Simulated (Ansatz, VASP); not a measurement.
# One calculation of Mg3ZrN2, two programs

```xyz
6
Lattice="5.1879 0.0000 0.0000 0.0000 5.1879 0.0000 0.0000 0.0000 5.6352" Properties=species:S:1:pos:R:3 pbc="T T T"
Mg    0.0000    2.5940    2.8176
Mg    2.5940    0.0000    2.8176
Mg    0.0000    0.0000    0.0000
Zr    0.0000    0.0000    2.8176
N     2.5940    2.5940    2.8176
N     2.5940    2.5940    0.0000
```

Alike in both runs: functional PBE; k mesh 4 × 4 × 4; occupations gaussian, width 0.2 eV; no spin polarisation.

Ansatz relaxed the structure, and its values are those at the end. VASP's run is a single point on that final structure, the one shown.

|  | VASP | Ansatz |
| --- | --- | --- |
| version | VASP 6.6.1 | Ansatz 0.2.0 |
| potentials or method | VASP PAW PBE potentials, release 64 (Mg, Zr_sv, N), cutoff 520 eV | scalar-relativistic, plane waves, PAW |
| valence electrons in the cell | 28 | 52 |

|  | VASP | Ansatz | Ansatz less VASP |
| --- | --- | --- | --- |
| gap on the k mesh at the Fermi level (eV) | none | none | - |
| pressure (GPa) | 0.0 | 0.0 | +0.04 |

A gap of «none» marks a metal or a gap that the smearing closes. VASP's potentials hold 28 valence electrons a cell and Ansatz's 52, so a difference there can come from the potentials and not from the codes.
